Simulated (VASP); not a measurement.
The system is Ga3Te2O.

```
CELL_PARAMETERS angstrom
3.54943 0.00000 0.00000
0.00000 3.54943 0.00000
0.00000 0.00000 13.20814
ATOMIC_POSITIONS crystal
Ga 0.00000 0.00000 0.66477
Ga 0.00000 0.00000 0.33523
Ga 0.50000 0.50000 0.50000
Te 0.50000 0.50000 0.86814
Te 0.50000 0.50000 0.13186
O 0.00000 0.00000 0.00000
```

The cell was built from a structure type or drawn by symmetry, and may not be a known phase.

| Quantity | Value |
| --- | --- |
| Program | VASP 6.6.1 |
| Task | relaxation of cell and atoms |
| Functional | PBE |
| Potentials or basis | VASP PAW PBE potentials, release 64 (Ga_d, Te, O) |
| Cutoff | 600 eV |
| k mesh | 6 × 6 × 2 |
| Occupations | gaussian, width 0.1 eV |
| Spin | no spin polarisation |

At the start: pressure -9.1 GPa; volume 27.73 Å³/atom.

Problem. Where does the relaxation end?

Solution. Over 11 steps the energy falls by 324.9 meV/atom and the volume is 19.75 Å³/atom (-28.8 %); space group P4/mmm (No. 123, to 0.1 Å) before and after.

The path:
| step | energy change (eV) | largest force (eV/Å) | pressure (GPa) | volume (Å³) |
| --- | --- | --- | --- | --- |
| 1 | 0.0000 | 0.4178 | -9.09 | 166.40 |
| 2 | -1.6863 | 0.2251 | -4.93 | 131.30 |
| 3 | -1.8944 | 0.4032 | 0.09 | 119.09 |
| 4 | -1.8935 | 0.3718 | -0.40 | 119.94 |
| 5 | -1.9148 | 0.2838 | -0.39 | 119.50 |
| 6 | -1.9416 | 0.0429 | -0.23 | 118.57 |
| 7 | -1.9433 | 0.0886 | -0.14 | 118.26 |
| 8 | -1.9481 | 0.0250 | 0.18 | 117.65 |
| 9 | -1.9484 | 0.0236 | 0.44 | 117.28 |
| 10 | -1.9485 | 0.0154 | 0.36 | 117.40 |
| 11 | -1.9493 | 0.0309 | -0.20 | 118.49 |

Final structure:
```xyz
6
Lattice="3.2243 0.0000 0.0000 0.0000 3.2243 0.0000 0.0000 0.0000 11.3971" Properties=species:S:1:pos:R:3 pbc="T T T"
Ga    3.2243    0.0000    7.6394
Ga    0.0000    3.2243    3.7577
Ga    1.6122    1.6122    5.6986
Te    1.6122    1.6122    9.8482
Te    1.6122    1.6122    1.5489
O     0.0000    0.0000   11.3971
```

Caveat: the volume moved by over 15 % at a fixed basis, so the end points are rough; an odd number of electrons without spin polarisation forces a metal; a magnetic or distorted state may lie lower.
